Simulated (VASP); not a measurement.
Input of a VASP 6.6.1 run:

The input INCAR:

```
SYSTEM = LiF
ALGO = Normal
EDIFF = 1E-6
ENCUT = 750
GGA = PE
GGA_COMPAT = .False.
ISIF = 2
ISMEAR = 0
IVDW = 12
LASPH = .True.
LCHARG = .False.
LREAL = .False.
LWAVE = .False.
NBANDS = 12
NELM = 120
PREC = Accurate
SIGMA = 0.1
```

Contents of KPOINTS:

```
k-points
0
Gamma
  8 8 8
  0 0 0
```

The input POSCAR:

```
LiF
1.0
    0.0000000000      2.0417134800      2.0417134800
    2.0417134800      0.0000000000      2.0417134800
    2.0417134800      2.0417134800      0.0000000000
Li F
1 1
Direct
    0.0000000000      0.0000000000      0.0000000000
    0.5000000000      0.5000000000      0.5000000000
```

Potentials or basis: VASP PAW PBE potentials, release 64 (Li_sv, F).

Launch:

```console
$ cat potpaw_PBE.64/Li_sv/POTCAR potpaw_PBE.64/F/POTCAR > POTCAR
$ mpirun -np 1 vasp_std > vasp.out
```

Q: Estimate the pressure.

A: -4.8 GPa.

Q: Estimate the band gap on the k mesh.

A: 8.72 eV, direct.

Q: What does it give for the dispersion energy per atom?

A: -0.171 eV.

A k mesh can miss the band edges. A hybrid or GW would open this gap; PBE tends to underestimate it.
